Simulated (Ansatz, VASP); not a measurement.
**MoS2 in VASP and in Ansatz**

File INCAR:

```
ALGO     = Normal         # electronic algorithm
EDIFF    = 1E-6           # SCF threshold, eV
ENCUT    = 520            # plane-wave cutoff, eV
GGA      = CA             # functional
ISIF     = 2              # what is computed and relaxed
ISMEAR   = -1             # smearing method
LASPH    = T              # aspherical terms in the spheres
LCHARG   = F              # write CHGCAR
LREAL    = F              # projectors in reciprocal space
LWAVE    = F              # write WAVECAR
NBANDS   = 20             # bands
NELM     = 60             # most SCF steps
PREC     = Accurate       # precision mode
SIGMA    = 0.05           # smearing width, eV
```

KPOINTS

```
k-points
0
Gamma
  10 10 10
```

Contents of POSCAR:

```
MoS2
1.0
    1.5640716975      0.9030172156      6.0323514456
   -1.5640716975      0.9030172156      6.0323514456
    0.0000000000     -1.8060344312      6.0323514456
Mo S
1 2
Direct
    0.0000000000      0.0000000000      0.0000000000
    0.2500000000      0.2500000000      0.2500000000
    0.7500000000      0.7500000000      0.7500000000
```

The input input.yaml:

```yaml
crystal:
  lattice:
    - [1.5640716975, 0.9030172156, 6.0323514456]
    - [-1.5640716975, 0.9030172156, 6.0323514456]
    - [0.0, -1.8060344312, 6.0323514456]
  atoms:
    - { symbol: Mo, position: [0.0, 0.0, 0.0] }
    - { symbol: S, position: [0.25, 0.25, 0.25] }
    - { symbol: S, position: [0.75, 0.75, 0.75] }
kpoints:
  mp_grid: { grid: [10, 10, 10] }
scf:
  occupations: { method: fermi_dirac, width: 0.05 }
hamiltonian:
  xc: lda
  pseudopotentials: { kind: all_electron, lapw: { basis_error: 0.002 } }
output:
  forces: true
  stress: true
  eigenvalues: true
```

Change from the starting cell: volume scaled by 0.96.

Alike in both runs: task single point; functional LDA; k mesh 10 × 10 × 10; occupations fermi-dirac, width 0.05 eV; no spin polarisation.

```csv
,VASP,Ansatz
version,VASP 6.6.1,Ansatz 0.2.0
potentials or method,"VASP PAW LDA potentials, release 64 (Mo_sv, S), cutoff 520 eV","all-electron LAPW, scalar-relativistic"
```

|  | VASP | Ansatz | Ansatz less VASP |
| --- | --- | --- | --- |
| gap on the k mesh at the Fermi level (eV) | none | none | - |
| pressure (GPa) | 7.1 | 7.0 | -0.08 |
| traceless stress, the component that is largest in VASP (GPa) | 3.87 | 3.85 | -0.026 |
| rms of the force components (eV/Å) | 0.640 | 0.633 | -0.0071 |

LDA's correlation is that of Perdew and Zunger in VASP and of Perdew and Wang (1992) in Ansatz. Atom by atom the forces differ by 0.007 eV/Å (rms over components). A gap of «none» marks a metal or a gap that the smearing closes. Ansatz ran all-electron here, and VASP with PAW potentials.
